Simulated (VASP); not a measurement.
# MnSi7C8 (F-43m) in VASP: single point with PBEsol+U

Aim: the single point of MnSi7C8 with PBEsol+U.

Everything below comes from runs of VASP 6.6.1. Logs are shortened: lines on timing, memory, paths and dates and some standing lists are left out, and cuts for length are marked.

## 1. The cell of the first run

Symmetry: F-43m, No. 216, cubic system. Conventional cell: a = 8.716 Å, b = 8.716 Å, c = 8.716 Å, α = 90.00°, β = 90.00°, γ = 90.00°. Within 2.6 Å of Mn (site symmetry -43m) lie 4 C at 1.97 Å. Within 2.5 Å of Si (site symmetry 2mm) lie 4 C at 1.87 to 1.88 Å. Within 2.5 Å of Si (site symmetry -43m) lie 4 C at 1.89 Å. C (site symmetry 3m) has 3 Si at 1.87 Å and 1 Mn at 1.97 Å within 2.5 Å. Within 2.5 Å of C (site symmetry 3m) lie 4 Si at 1.88 to 1.89 Å.

## 2. Single point, PBEsol+U, collinear spin

File INCAR:

```
SYSTEM = MnSi7C8
PREC = Accurate
ENCUT = 700
EDIFF = 1E-6
ISMEAR = 0
SIGMA = 0.05
LREAL = Auto
LASPH = .TRUE.
NELM = 200
ALGO = Normal
ISIF = 2
LWAVE = .FALSE.
LCHARG = .TRUE.
ISPIN = 2
MAGMOM = 3.03 0.01 0.01 0.01 0.01 0.01 0.01 0 -0.14 -0.14 -0.14 0 -0.14 0 0 0
LORBIT = 11
LMAXMIX = 4
LDAU = .TRUE.
LDAUTYPE = 2
LDAUL = 2 -1 -1
LDAUU = 3.5 0 0
LDAUJ = 0 0 0
LDAUPRINT = 1
GGA = PS
LELF = .TRUE.
LVHAR = .TRUE.
NBANDS = 56
GGA_COMPAT = .FALSE.
```

File KPOINTS:

```
regular mesh
0
G
  3 3 3
  0 0 0
```

File POSCAR:

```
MnSi7C8
1.0
    0.0000000000      4.3580000000      4.3580000000
    4.3580000000      0.0000000000      4.3580000000
    4.3580000000      4.3580000000      0.0000000000
Mn Si C
1 7 8
Direct
    0.0000000000      0.0000000000      1.0000000000
    0.9988277849      0.9988277849      0.5011722151
    0.9988277849      0.5011722151      0.9988277849
    0.9988277849      0.5011722151      0.5011722151
    0.5011722151      0.9988277849      0.9988277849
    0.5011722151      0.9988277849      0.5011722151
    0.5011722151      0.5011722151      0.9988277849
    0.5000000000      0.5000000000      0.5000000000
    0.1304116123      0.1304116123      0.1304116123
    0.1304116123      0.1304116123      0.6087651631
    0.1304116123      0.6087651631      0.1304116123
    0.1252462076      0.6249179308      0.6249179308
    0.6087651631      0.1304116123      0.1304116123
    0.6249179308      0.1252462076      0.6249179308
    0.6249179308      0.6249179308      0.1252462076
    0.6249179308      0.6249179308      0.6249179308
```

Potentials or basis: VASP PAW PBE potentials, release 64 (Mn_sv, Si, C).

Launch:

```console
$ cat potpaw_PBE.64/Mn_sv/POTCAR potpaw_PBE.64/Si/POTCAR potpaw_PBE.64/C/POTCAR > POTCAR
$ mpirun -np 1 vasp_std > vasp.out
```

OUTCAR:

```text
SYSTEM = MnSi7C8
   PREC = Accurate
   ENCUT = 700
   EDIFF = 1E-6
   ISMEAR = 0
   LREAL = Auto
   LASPH = .TRUE.
   NELM = 200
   ISIF = 2
   ISPIN = 2
   LORBIT = 11
   GGA = PS

 ion  position               nearest neighbor table
   1  0.000  0.000  0.000-  10 1.97  11 1.97  13 1.97   9 1.97
   2  0.999  0.999  0.501-   9 1.87  10 1.87  12 1.88  14 1.88   3 3.07   4 3.07   5 3.07   6 3.07
                             8 3.08   8 3.08   5 3.10   4 3.10   6 3.10   3 3.10
   3  0.999  0.501  0.999-   9 1.87  11 1.87  12 1.88  15 1.88   2 3.07   4 3.07   5 3.07   7 3.07
                             8 3.08   8 3.08   7 3.10   5 3.10   4 3.10   2 3.10
   4  0.999  0.501  0.501-  10 1.87  11 1.87  16 1.88  12 1.88   2 3.07   3 3.07   6 3.07   7 3.07
                             8 3.08   8 3.08   6 3.10   7 3.10   3 3.10   2 3.10
   5  0.501  0.999  0.999-   9 1.87  13 1.87  14 1.88  15 1.88   2 3.07   3 3.07   6 3.07   7 3.07
                             8 3.08   8 3.08   6 3.10   7 3.10   3 3.10   2 3.10
   6  0.501  0.999  0.501-  10 1.87  13 1.87  16 1.88  14 1.88   2 3.07   4 3.07   5 3.07   7 3.07
                             8 3.08   8 3.08   7 3.10   5 3.10   4 3.10   2 3.10
   7  0.501  0.501  0.999-  11 1.87  13 1.87  16 1.88  15 1.88   3 3.07   4 3.07   5 3.07   6 3.07
                             8 3.08   8 3.08   6 3.10   5 3.10   4 3.10   3 3.10
   8  0.500  0.500  0.500-  12 1.89  14 1.89  15 1.89  16 1.89   6 3.08   7 3.08   4 3.08   3 3.08
                             5 3.08   7 3.08   2 3.08   5 3.08   6 3.08   2 3.08   3 3.08   4 3.08
   9  0.130  0.130  0.130-   2 1.87   3 1.87   5 1.87   1 1.97
  10  0.130  0.130  0.609-   4 1.87   6 1.87   2 1.87   1 1.97
  11  0.130  0.609  0.130-   4 1.87   7 1.87   3 1.87   1 1.97
  12  0.125  0.625  0.625-   2 1.88   3 1.88   4 1.88   8 1.89
  13  0.609  0.130  0.130-   6 1.87   7 1.87   5 1.87   1 1.97
  14  0.625  0.125  0.625-   2 1.88   5 1.88   6 1.88   8 1.89
  15  0.625  0.625  0.125-   3 1.88   5 1.88   7 1.88   8 1.89
  16  0.625  0.625  0.625-   4 1.88   6 1.88   7 1.88   8 1.89

  LATTYP: Found a face centered cubic cell.
 ALAT       =     8.7160000000

  Lattice vectors:

 A1 = (   0.0000000000,   4.3580000000,   4.3580000000)
 A2 = (   4.3580000000,   0.0000000000,   4.3580000000)
 A3 = (   4.3580000000,   4.3580000000,   0.0000000000)

Analysis of symmetry for initial positions (statically):
=====================================================================
 Subroutine PRICEL returns:
 Original cell was already a primitive cell.

 Routine SETGRP: Setting up the symmetry group for a
 face centered cubic supercell.

 Subroutine GETGRP returns: Found 24 space group operations
 (whereof 24 operations were pure point group operations)
 out of a pool of 48 trial point group operations.

The static configuration has the point symmetry T_d .

Analysis of symmetry for dynamics (positions and initial velocities):
=====================================================================
 Subroutine PRICEL returns:
[... 220 lines left out ...]
 fundamental gap:      0.1681255419
 Fermi energy:         8.7475021529

 spin component 1

 k-point     1 :       0.0000    0.0000    0.0000
  band No.  band energies     occupation
      1     -72.0633      1.00000
      2     -40.9387      1.00000
      3     -40.9387      1.00000
      4     -40.9387      1.00000
      5      -7.1234      1.00000
      6      -3.6888      1.00000
[... 197 lines left out ...]
     48      14.0517      0.00000
     49      15.6200      0.00000
 Fermi energy:         8.7475021529

 spin component 2

 k-point     1 :       0.0000    0.0000    0.0000
  band No.  band energies     occupation
      1     -68.3678      1.00000
      2     -37.3166      1.00000
      3     -37.3166      1.00000
      4     -37.3166      1.00000
      5      -7.1386      1.00000
      6      -3.7131      1.00000
[... 197 lines left out ...]
     48      14.4119      0.00000
     49      15.6478      0.00000
 [bands above 49 left out]

------------------------ aborting loop because EDIFF is reached ----------------------------------------

  FORCE on cell =-STRESS in cart. coord.  units (eV):
  Direction    XX          YY          ZZ          XY          YZ          ZX
  --------------------------------------------------------------------------------------
  -------------------------------------------------------------------------------------
  Total        4.3913229      4.3913229      4.3913229      0.0000000      0.0000000      0.0000000
  in kB       42.5024806     42.5024806     42.5024806      0.0000000      0.0000000      0.0000000
  external PRESSURE =      42.5024806 kB  Pullay stress =       0.0000000 kB

 VOLUME and BASIS-vectors are now :
 -----------------------------------------------------------------------------
  energy-cutoff  :      700.00
  volume of cell :      165.54
      direct lattice vectors                 reciprocal lattice vectors
     0.000000000  4.358000000  4.358000000    -0.114731528  0.114731528  0.114731528
     4.358000000  0.000000000  4.358000000     0.114731528 -0.114731528  0.114731528
     4.358000000  4.358000000  0.000000000     0.114731528  0.114731528 -0.114731528

 POSITION                                       TOTAL-FORCE (eV/Angst)
 -----------------------------------------------------------------------------------
      0.00000      0.00000      0.00000        -0.000000     -0.000000     -0.000000
      6.53700      6.53700      8.70578        -0.000000     -0.000000     -0.006656
      6.53700      8.70578      6.53700        -0.000000     -0.006656     -0.000000
      4.36822      6.53700      6.53700         0.006656     -0.000000     -0.000000
      8.70578      6.53700      6.53700        -0.006656     -0.000000     -0.000000
      6.53700      4.36822      6.53700        -0.000000      0.006656     -0.000000
[... 8 lines left out ...]
      3.26922      3.26922      5.44678        -0.000613     -0.000613      0.000613
      5.44678      5.44678      5.44678         0.000613      0.000613      0.000613
 -----------------------------------------------------------------------------------
    total drift:                               -0.000000     -0.000000     -0.000000

  FREE ENERGIE OF THE ION-ELECTRON SYSTEM (eV)
  ---------------------------------------------------
  free  energy   TOTEN  =      -125.6565632524 eV

  energy  without entropy=     -125.6541395544  energy(sigma->0) =     -125.65535140

 total charge

# of ion       s       p       d       tot
------------------------------------------
    1        2.252   6.070   4.673  12.995
    2        0.709   0.983   0.000   1.692
    3        0.709   0.983   0.000   1.692
    4        0.709   0.983   0.000   1.692
    5        0.709   0.983   0.000   1.692
    6        0.709   0.983   0.000   1.692
[... 8 lines left out ...]
   15        0.832   1.705   0.000   2.537
   16        0.832   1.705   0.000   2.537
--------------------------------------------------
tot         13.962  26.395   4.673  45.030

 magnetization (x)

# of ion       s       p       d       tot
------------------------------------------
    1        0.023   0.003   3.281   3.307
    2        0.006   0.010   0.000   0.017
    3        0.006   0.010   0.000   0.017
    4        0.006   0.010   0.000   0.017
    5        0.006   0.010   0.000   0.017
    6        0.006   0.010   0.000   0.017
[... 8 lines left out ...]
   15       -0.000  -0.002   0.000  -0.002
   16       -0.000  -0.002   0.000  -0.002
--------------------------------------------------
tot          0.042  -0.396   3.281   2.927
```

OSZICAR:

```text
N       E                     dE             d eps       ncg     rms          rms(c)
DAV:   1     0.532862018991E+03    0.53286E+03   -0.40262E+04   936   0.163E+03
DAV:   2    -0.803057501435E+02   -0.61317E+03   -0.57837E+03   976   0.372E+02
DAV:   3    -0.140609759916E+03   -0.60304E+02   -0.58377E+02  1248   0.113E+02
DAV:   4    -0.144920295937E+03   -0.43105E+01   -0.42884E+01  1624   0.307E+01
DAV:   5    -0.145073000868E+03   -0.15270E+00   -0.15254E+00  1288   0.476E+00    0.366E+01
DAV:   6    -0.153742422648E+03   -0.86694E+01   -0.21431E+02  1336   0.104E+02    0.134E+02
DAV:   7    -0.126945996661E+03    0.26796E+02   -0.51807E+01  1424   0.977E+01    0.248E+01
DAV:   8    -0.125941459250E+03    0.10045E+01   -0.29252E+01  1368   0.560E+01    0.143E+01
DAV:   9    -0.125349769942E+03    0.59169E+00   -0.39531E+00  1336   0.167E+01    0.731E+00
DAV:  10    -0.125650034017E+03   -0.30026E+00   -0.11986E+00  1544   0.688E+00    0.306E+00
DAV:  11    -0.125655878584E+03   -0.58446E-02   -0.37928E-01  1368   0.332E+00    0.179E+00
DAV:  12    -0.125657598921E+03   -0.17203E-02   -0.39830E-02  1344   0.198E+00    0.817E-01
DAV:  13    -0.125656555712E+03    0.10432E-02   -0.16596E-02  1456   0.122E+00    0.301E-01
DAV:  14    -0.125656601600E+03   -0.45888E-04   -0.17113E-03  1576   0.234E-01    0.152E-01
DAV:  15    -0.125656544707E+03    0.56893E-04   -0.36050E-04  1640   0.157E-01    0.923E-02
DAV:  16    -0.125656560460E+03   -0.15753E-04   -0.11354E-04  1512   0.550E-02    0.756E-02
DAV:  17    -0.125656563438E+03   -0.29781E-05   -0.11107E-05  1488   0.247E-02    0.569E-02
DAV:  18    -0.125656563252E+03    0.18533E-06   -0.40722E-06  1040   0.233E-02
   1 F= -.12565656E+03 E0= -.12565535E+03  d E =-.242370E-02  mag=     3.0001
```

stdout:

```text
POSCAR found type information on POSCAR MnSiC
 POSCAR found :  3 types and      16 ions
 scaLAPACK will be used
 -----------------------------------------------------------------------------
|                                                                             |
|                                                                             |
|     You enforced a specific xc type in the INCAR file but a different       |
|     I HOPE YOU KNOW WHAT YOU ARE DOING!                                     |
|                                                                             |
 -----------------------------------------------------------------------------

 LDA part: xc-table for (Slater+PW92), standard interpolation
 POSCAR, INCAR and KPOINTS ok, starting setup
 FFT: planning ... GRIDC
 FFT: planning ... GRID_SOFT
 FFT: planning ... GRID
 WAVECAR not read
 entering main loop
```

It took 3.4 min on 1 thread of Intel Xeon 6975P-C (Granite Rapids), shared host; peak memory 0.53 GiB.

Results:

- Free energy: -125.6566 eV
- Pressure: 4.3 GPa
- Largest force: 0.196 eV/Å
- Band gap on the k mesh: zero (filled and empty bands overlap)
- Net moment: 3.00 μB per cell
- Site moments: Mn +3.31; Si +0.02, +0.00 (each value once); C -0.12, -0.00 (each value once) μB
- Valence electrons inside the program's atomic spheres: Mn 12.99; Si 1.69, 1.68 (each value once); C 2.51, 2.54 (each value once)

Forces on the atoms (eV/Å):
```
Mn   0.000  0.000  0.000
Si   0.000  0.000 -0.007
Si   0.000 -0.007  0.000
Si   0.007  0.000  0.000
Si  -0.007  0.000  0.000
Si   0.000  0.007  0.000
Si   0.000  0.000  0.007
Si   0.000  0.000  0.000
C   -0.113 -0.113 -0.113
C    0.113  0.113 -0.113
C    0.113 -0.113  0.113
C    0.001 -0.001 -0.001
C   -0.113  0.113  0.113
C   -0.001  0.001 -0.001
C   -0.001 -0.001  0.001
C    0.001  0.001  0.001
```

Levels at points of the mesh, in eV from the Fermi level:
Spin up:
```
           k point  band 37  band 38  band 39  band 40  band 41  band 42
(0.00, 0.00, 0.00)    -1.06    -1.06     0.62     0.62     0.62     2.21
```
Spin down:
| k point | band 34 | band 35 | band 36 | band 37 | band 38 | band 39 |
| --- | --- | --- | --- | --- | --- | --- |
| (0.00, 0.00, 0.00) | -0.99 | -0.99 | -0.99 | 0.74 | 0.74 | 0.74 |

Eigenvalues of the final occupation matrices:
| site | spin | trace | eigenvalues |
| --- | --- | --- | --- |
| site 1 d | 1 | 4.00 | 0.74 0.74 0.74 0.89 0.89 |
| site 1 d | 2 | 0.70 | 0.04 0.04 0.21 0.21 0.21 |

Caveat: the k points lie up to 0.42 Å⁻¹ apart, too coarse for converged energies and pressures of a metal; the PAW data sets were made with another functional, which shifts forces and pressure a little; the U is typed as a test and isn't derived for this compound.

The gap in the log of VASP goes by the Fermi energy; the results here count the filled bands.